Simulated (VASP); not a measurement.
# NiAg4Ir11 (P1) in VASP: single point with PBE

Aim: the single point of NiAg4Ir11 with PBE.

Everything below comes from runs of VASP 6.6.1. Logs are shortened: lines on timing, memory, paths and dates and some standing lists are left out, and cuts for length are marked.

## Step 1: The cell of the first run

The typed cell holds 16 atoms: a = 6.788 Å, b = 6.776 Å, c = 6.757 Å, α = 109.19°, β = 109.65°, γ = 109.54°.

## Step 2: Single point, PBE, collinear spin, ferromagnetic start

The input, INCAR:

```
SYSTEM = NiAg4Ir11
ALGO = Fast
EDIFF = 1E-6
ENCUT = 520
GGA = PE
ISIF = 2
ISMEAR = 0
ISPIN = 2
ISYM = 0
KPAR = 4
LASPH = .True.
LCHARG = .True.
LMAXMIX = 4
LORBIT = 11
LREAL = Auto
LVHAR = .True.
LWAVE = .False.
MAGMOM = 2 0 0 0 0 0 0 0 0 0 0 0 0 0 0 0
NBANDS = 94
NELM = 150
PREC = Accurate
SIGMA = 0.1
```

The input, KPOINTS:

```
k-points
0
Gamma
  3 3 3
  0 0 0
```

The input, POSCAR:

```
NiAg4Ir11
1.0
   -3.9246098639      3.9172937605     -3.9149289844
    3.9284635703      3.9072861214      3.9010676389
    3.9116576325     -3.9034324150     -3.8881154075
Ni Ag Ir
1 4 11
Direct
   -0.0111584315     -0.0181482825     -0.0167159650
    0.2463550971      0.2484532409      0.4871618027
    0.2484343708      0.4963988754      0.2467893794
    0.7612248461      0.2500634727      1.0031828105
    0.2451148664      0.7516619576      0.0062160187
    0.2447749080      0.0012714829      0.7500399525
   -0.0037172969      0.2384998461      0.7345444146
    0.5075398331      0.0058580756      0.5094302604
    0.7467043542      0.5055922867      0.7480170798
    0.5065640722      0.7563800983      0.7582889804
    0.9950767066      0.5080460570      0.5109133310
    0.7422342937      0.9920602019      0.2503806363
    0.5116401685      0.2533550517      0.2497729060
    0.7587347371      0.7551175578      0.5064503751
   -0.0100465046      0.7556766964      0.2550108938
    0.5047588758      0.4964784018     -0.0004737327
```

Potentials or basis: VASP PAW PBE potentials, release 64 (Ni, Ag, Ir).

Launch:

```console
$ cat potpaw_PBE.64/Ni/POTCAR potpaw_PBE.64/Ag/POTCAR potpaw_PBE.64/Ir/POTCAR > POTCAR
$ mpirun -np 4 vasp_std > vasp.out
```

OUTCAR:

```text
SYSTEM = NiAg4Ir11
   EDIFF = 1E-6
   ENCUT = 520
   GGA = PE
   ISIF = 2
   ISMEAR = 0
   ISPIN = 2
   ISYM = 0
   LASPH = .True.
   LORBIT = 11
   LREAL = Auto
   NELM = 150
   PREC = Accurate

 ion  position               nearest neighbor table
   1  0.989  0.982  0.983-  14 2.63   9 2.64  10 2.67   5 2.70   6 2.71   4 2.75  15 2.75   2 2.78
                             7 2.79  12 2.84   3 2.85  13 2.89
   2  0.246  0.248  0.487-   3 2.69  15 2.73   7 2.75   9 2.77   1 2.78  13 2.78   8 2.79  12 2.79
                             6 2.81  10 2.82  16 2.83  11 2.83
   3  0.248  0.496  0.247-   2 2.69   4 2.70   5 2.74  16 2.79  13 2.81   8 2.82  10 2.82  14 2.82
                             7 2.83   1 2.85  11 2.87  15 2.87
   4  0.761  0.250  0.003-   3 2.70   8 2.73  10 2.74  13 2.75   1 2.75  16 2.79  12 2.79   7 2.79
                            15 2.81  11 2.81   9 2.82   6 2.86
   5  0.245  0.752  0.006-   1 2.70  11 2.73   3 2.74  12 2.75   9 2.76   8 2.78  13 2.78   6 2.79
                            15 2.79  10 2.82   7 2.85  16 2.85
   6  0.245  0.001  0.750-  14 2.69   7 2.69   1 2.71  11 2.73  15 2.73  16 2.75  13 2.76   8 2.79
                             5 2.79  10 2.81   2 2.81   4 2.86
   7  0.996  0.238  0.735-  12 2.67  14 2.68   6 2.69   8 2.71  11 2.73   2 2.75   1 2.79   4 2.79
                            16 2.82   3 2.83   5 2.85   9 2.86
   8  0.508  0.006  0.509-   7 2.71   4 2.73  12 2.73  10 2.75   9 2.77   5 2.78  14 2.78   6 2.79
                             2 2.79  13 2.80   3 2.82  15 2.87
   9  0.747  0.506  0.748-   1 2.64  11 2.69  14 2.71  10 2.72  16 2.73  13 2.75   5 2.76   2 2.77
                             8 2.77  15 2.80   4 2.82   7 2.86
  10  0.507  0.756  0.758-   1 2.67  12 2.72   9 2.72   4 2.74   8 2.75  16 2.77  14 2.79   6 2.81
                             2 2.82   5 2.82   3 2.82  11 2.83
  11  0.995  0.508  0.511-  14 2.68  13 2.68   9 2.69   7 2.73   6 2.73   5 2.73  15 2.78   4 2.81
                            10 2.83   2 2.83  12 2.86   3 2.87
  12  0.742  0.992  0.250-   7 2.67  15 2.68  10 2.72  14 2.72  13 2.73   8 2.73  16 2.75   5 2.75
                             4 2.79   2 2.79   1 2.84  11 2.86
  13  0.512  0.253  0.250-  11 2.68  16 2.72  12 2.73   4 2.75   9 2.75   6 2.76  14 2.78   5 2.78
                             2 2.78   8 2.80   3 2.81   1 2.89
  14  0.759  0.755  0.506-   1 2.63  15 2.67  11 2.68   7 2.68   6 2.69   9 2.71  12 2.72   8 2.78
                            13 2.78  10 2.79  16 2.80   3 2.82
  15  0.990  0.756  0.255-  14 2.67  12 2.68  16 2.69   2 2.73   6 2.73   1 2.75  11 2.78   5 2.79
                             9 2.80   4 2.81   8 2.87   3 2.87
  16  0.505  0.496  1.000-  15 2.69  13 2.72   9 2.73   6 2.75  12 2.75  10 2.77   4 2.79   3 2.79
                            14 2.80   7 2.82   2 2.83   5 2.85

IMPORTANT INFORMATION: All symmetrisations will be switched off!
NOSYMM: (Re-)initialisation of all symmetry stuff for point group C_1.

----------------------------------------------------------------------------------------

                                     Primitive cell

  volume of cell :     239.3400

  direct lattice vectors                    reciprocal lattice vectors
    -3.924609864  3.917293761 -3.914928984     0.000148636  0.127575688 -0.127928729
     3.928463570  3.907286121  3.901067639     0.127486235  0.127739627  0.000015303
     3.911657632 -3.903432415 -3.888115407     0.127761260 -0.000290329 -0.128367694

  length of vectors
     6.787814224  6.776285087  6.756869947     0.180669140  0.180472027  0.181111261

  position of ions in fractional coordinates (direct lattice)
     0.988841568  0.981851717  0.983284035
     0.246355097  0.248453241  0.487161803
     0.248434371  0.496398875  0.246789379
     0.761224846  0.250063473  0.003182811
     0.245114866  0.751661958  0.006216019
     0.244774908  0.001271483  0.750039953
[... 8 lines left out ...]
     0.989953495  0.755676696  0.255010894
     0.504758876  0.496478402  0.999526267

  ion indices of the primitive-cell ions
   primitive index   ion index
                 1           1
                 2           2
                 3           3
                 4           4
                 5           5
                 6           6
[... 8 lines left out ...]
                15          15
                16          16

----------------------------------------------------------------------------------------

 KPOINTS: k-points

Automatic generation of k-mesh.
 Grid dimensions read from file:
 generate k-points for:    3    3    3

[... 44 lines left out ...]
   ISTART =      0    job   : 0-new  1-cont  2-samecut
   ICHARG =      2    charge: 1-file 2-atom 10-const
   ISPIN  =      2    spin polarized calculation?
   LNONCOLLINEAR =      F non collinear calculations
   LSORBIT =      F    spin-orbit coupling
   LASPH  =      T    aspherical Exc in radial PAW
   ENCUT  =  520.0 eV  38.22 Ry    6.18 a.u.  12.62 12.60 12.56*2*pi/ulx,y,z
   NELM   =    150;   NELMIN=  2; NELMDL= -5     # of ELM steps
   EDIFF  = 0.1E-05   stopping-criterion for ELM
   LREAL  =      T    real-space projection
   EDIFFG = 0.1E-04   stopping-criterion for IOM
   NSW    =      0    number of steps for IOM
   IBRION =     -1    ionic relax: 0-MD 1-quasi-New 2-CG
   NFREE  =      0    steps in history (QN), initial steepest desc. (CG)
   ISIF   =      2    stress and relaxation
   ISYM   =      0    0-nonsym 1-usesym 2-fastsym
   POTIM  = 0.5000    time-step for ionic-motion
   TEBEG  =    0.0;   TEEND  =   0.0 temperature during run
   PSTRESS=    0.0 pullay stress
   NELECT =     153.0000    total number of electrons
   NUPDOWN=      -1.0000    fix difference up-down
   EMIN   =  10.00;   EMAX   =-10.00  energy-range for DOS
   EFERMI =   0.00;   METHOD = LEGACY
   ISMEAR =     0;   SIGMA  =   0.10  broadening in eV -4-tet -1-fermi 0-gaus
   EFERMI_NEDOS =   21; number of points for ismear=-14 and -15
   IALGO  =     68    algorithm
   IMIX   =      4    mixing-type and parameters
     AMIX     =   0.40;   BMIX     =  1.00
     AMIX_MAG =   1.60;   BMIX_MAG =  1.00
  volume/ion in A,a.u.               =      14.96       100.95
  Fermi-wavevector in a.u.,A,eV,Ry     =   1.410263  2.665011 27.059850  1.988843
  Thomas-Fermi vector in A             =   2.532235
   LORBIT       =     11    0 simple, 1 ext, 2 COOP (PROOUT), +10 PAW based schemes
   GGA     = PE    functional components
   LHFCALC =     F    Hartree Fock is set to
   AEXX    =    0.0000 exact exchange contribution
   IVDW    =     0    specifies the selected vdW correction
   LEPSILON=     F    determine dielectric tensor
   LRPA    =     F    only Hartree local field effects (RPA)
 spin polarized calculation
 RMM-DIIS sequential band-by-band and
 Gauss-broadening in eV      SIGMA  =   0.10
  energy-cutoff  :      520.00
  volume of cell :      239.34
 maximum number of plane-waves:      6477
 NGX is ok and might be reduce to    50
   NGX = 25   NGY = 25   NGZ = 25

 number of electron     153.0000006 magnetization      -0.0046847

 number of electron     153.0000006 magnetization       0.0036003

 Free energy of the ion-electron system (eV)
  ---------------------------------------------------
  ext. energy  EPLUGINS =         0.00000000
  ---------------------------------------------------
  free energy    TOTEN  =      -108.66559896 eV

  energy without entropy =     -108.56390895  energy(sigma->0) =     -108.61475395

 E-fermi :   9.1786     XC(G=0): -13.3644

 val. band max:        9.1756521890   @ k =   0.3333   0.3333   0.3333
 cond. band min:       9.1861388566   @ k =  -0.3333   0.3333  -0.0000
 fundamental gap:      0.0104866676
 Fermi energy:         9.1786191839

 spin component 1

 k-point     1 :       0.0000    0.0000    0.0000
  band No.  band energies     occupation
      1      -0.5329      1.00000
      2       2.0752      1.00000
      3       2.3047      1.00000
      4       2.4864      1.00000
      5       2.6331      1.00000
      6       2.6624      1.00000
[... 1263 lines left out ...]
     87      10.3717      0.00000
     88      10.4477      0.00000
 Fermi energy:         9.1786191839

 spin component 2

 k-point     1 :       0.0000    0.0000    0.0000
  band No.  band energies     occupation
      1      -0.5329      1.00000
      2       2.0753      1.00000
      3       2.3048      1.00000
      4       2.4865      1.00000
      5       2.6331      1.00000
      6       2.6624      1.00000
[... 1263 lines left out ...]
     87      10.3719      0.00000
     88      10.4479      0.00000
 [bands above 88 left out]

------------------------ aborting loop because EDIFF is reached ----------------------------------------

  FORCE on cell =-STRESS in cart. coord.  units (eV):
  Direction    XX          YY          ZZ          XY          YZ          ZX
  --------------------------------------------------------------------------------------
  -------------------------------------------------------------------------------------
  Total        0.0157882      0.2476696      0.0792553      0.0422326      0.0589585     -0.0103201
  in kB        0.1056883      1.6579374      0.5305469      0.2827112      0.3946770     -0.0690841
  external PRESSURE =       0.7647242 kB  Pullay stress =       0.0000000 kB

 VOLUME and BASIS-vectors are now :
 -----------------------------------------------------------------------------
  energy-cutoff  :      520.00
  volume of cell :      239.34
      direct lattice vectors                 reciprocal lattice vectors
    -3.924609864  3.917293761 -3.914928984     0.000148636  0.127575688 -0.127928729
     3.928463570  3.907286121  3.901067639     0.127486235  0.127739627  0.000015303
     3.911657632 -3.903432415 -3.888115407     0.127761260 -0.000290329 -0.128367694

 POSITION                                       TOTAL-FORCE (eV/Angst)
 -----------------------------------------------------------------------------------
      3.82262      3.87178     -3.86410         0.046565      0.003444     -0.031149
      1.91480      0.03422     -1.88937        -0.035221      0.001750      0.024748
      1.94043      1.94944      0.00434         0.001576      0.014491      0.010565
     -1.99270      3.94659     -2.01700        -0.013488     -0.003464     -0.025073
      2.01521      3.87288      1.94851         0.037951      0.005004      0.021926
      1.97825     -1.96391     -3.86956        -0.001441      0.014363     -0.014140
[... 8 lines left out ...]
      0.08098      5.83517     -1.91916        -0.030308      0.019811      0.001186
      3.87922      0.01559     -3.92557         0.005312      0.007643      0.018383
 -----------------------------------------------------------------------------------
    total drift:                                0.001332      0.001563     -0.001108

  FREE ENERGIE OF THE ION-ELECTRON SYSTEM (eV)
  ---------------------------------------------------
  free  energy   TOTEN  =      -108.6655989606 eV

  energy  without entropy=     -108.5639089488  energy(sigma->0) =     -108.61475395

 total charge

# of ion       s       p       d       tot
------------------------------------------
    1        0.410   0.401   8.338   9.150
    2        0.455   0.487   9.106  10.047
    3        0.455   0.437   9.125  10.018
    4        0.459   0.494   9.105  10.058
    5        0.457   0.490   9.109  10.056
    6        0.648   0.610   6.931   8.189
[... 8 lines left out ...]
   15        0.638   0.576   6.987   8.201
   16        0.642   0.592   6.959   8.192
--------------------------------------------------
tot          9.299   8.926 121.214 139.439

 magnetization (x)

# of ion       s       p       d       tot
------------------------------------------
    1        0.000   0.000   0.001   0.001
    2       -0.000  -0.000   0.000   0.000
    3       -0.000  -0.000   0.000   0.000
    4       -0.000  -0.000   0.000   0.000
    5       -0.000  -0.000   0.000   0.000
    6        0.000  -0.000   0.000   0.000
[... 8 lines left out ...]
   15        0.000  -0.000   0.000   0.000
   16        0.000  -0.000   0.000   0.000
--------------------------------------------------
tot         -0.000  -0.000   0.003   0.003
```

Run time: 14 min. Hardware: 4 MPI ranks of Intel Xeon Platinum 8375C at 2.90GHz (Ice Lake), shared host; peak memory 0.73 GiB.

Results:

- Free energy: -108.6656 eV
- Pressure: 0.1 GPa
- Largest force: 0.056 eV/Å
- Net moment: 0.00 μB per cell
- Valence electrons inside the program's atomic spheres: Ni 9.15; Ag 10.05, 10.02, 10.06 (each value once); Ir 8.19, 8.20, 8.16, 8.15, 8.21, 8.22 (each value once)

Forces on the atoms (eV/Å):
```
Ni   0.047  0.003 -0.031
Ag  -0.035  0.002  0.025
Ag   0.002  0.014  0.011
Ag  -0.013 -0.003 -0.025
Ag   0.038  0.005  0.022
Ir  -0.001  0.014 -0.014
Ir   0.004  0.007 -0.006
Ir   0.019 -0.007  0.001
Ir  -0.004 -0.031  0.003
Ir  -0.021 -0.009  0.004
Ir  -0.006  0.008 -0.029
Ir  -0.022  0.020  0.027
Ir  -0.022 -0.023 -0.001
Ir   0.042 -0.028 -0.005
Ir  -0.030  0.020  0.001
Ir   0.005  0.008  0.018
```

Stress tensor (GPa, compression positive):
```
 0.01  0.03 -0.01
 0.03  0.17  0.04
-0.01  0.04  0.05
```

Levels at points of the mesh, in eV from the Fermi level:
Spin up:
```tsv
k point	band 73	band 74	band 75	band 76	band 77	band 78	band 79	band 80
(0.00, 0.00, 0.00)	-0.24	-0.10	-0.01	0.15	0.28	0.65	0.87	1.16
```
Spin down:
```csv
k point,band 74,band 75,band 76,band 77,band 78,band 79
"(0.00, 0.00, 0.00)",-0.10,-0.01,0.15,0.28,0.66,0.87
```

Caveat: the k points lie up to 0.38 Å⁻¹ apart; spin-orbit coupling is left out, which moves the levels of the heavy elements.
